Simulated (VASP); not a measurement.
Wanted: the native input for a VASP 6.6.1 run.

```
Task                   : relaxation of cell and atoms
Functional             : PBE
Potentials or basis    : VASP PAW PBE potentials, release 64 (Ta_pv, Ru_pv)
Cutoff                 : 600 eV
k mesh                 : 8 × 8 × 8
Occupations            : gaussian, width 0.1 eV
Spin                   : no spin polarisation
Dipole correction      : no
Further INCAR settings : ALGO = Normal; EDIFF = 1e-06; IBRION = 2; EDIFFG = -0.04; NSW = 90; ISIF = 3
```

The structure of Ta2Ru lies in POSCAR:

```
Ta2Ru
1.0
   -1.5750472300      1.5750472300      4.7251416800
    1.5750472300     -1.5750472300      4.7251416800
    1.5750472300      1.5750472300     -4.7251416800
Ta Ru
2 1
Direct
    0.6666666700      0.6666666700      0.0000000000
    0.3333333300      0.3333333300      0.0000000000
    0.0000000000      0.0000000000      0.0000000000
```

One way to write it, as run:

INCAR

```
ALGO = Normal
EDIFF = 1E-6
EDIFFG = -0.04
ENCUT = 600
GGA = PE
IBRION = 2
ISIF = 3
ISMEAR = 0
LASPH = T
LCHARG = F
LREAL = F
LWAVE = F
NELM = 80
NSW = 90
PREC = Accurate
SIGMA = 0.1
```

KPOINTS

```
k-points
0
Gamma
  8 8 8
```

Potentials or basis: VASP PAW PBE potentials, release 64 (Ta_pv, Ru_pv).

The run is started by

```console
$ cat potpaw_PBE.64/Ta_pv/POTCAR potpaw_PBE.64/Ru_pv/POTCAR > POTCAR
$ mpirun -np 1 vasp_std > vasp.out
```

Results of the run:

```json
{
 "Relaxed volume": "16.74 Å³/atom",
 "Relaxed cell": "a = 5.389 Å, b = 5.389 Å, c = 5.389 Å, α = 145.41°, β = 145.41°, γ = 49.73°",
 "Space group after relaxing (to 0.1 Å)": "I4/mmm (No. 139)",
 "Energy gained by relaxing": "75.4 meV/atom",
 "Ionic steps": "10",
 "Pressure after relaxing": "0.1 GPa",
 "Largest force after relaxing": "0.006 eV/Å",
 "Band gap on the k mesh": "zero (bands 18 and 19 overlap by 1.43 eV)"
}
```

Caveat: spin-orbit coupling is left out, which moves the levels of the heavy elements.

It took 6.3 min on 1 thread of Intel(R) Xeon(R) 6975P-C (Granite Rapids), with other jobs on the host, peak memory 0.32 GiB.
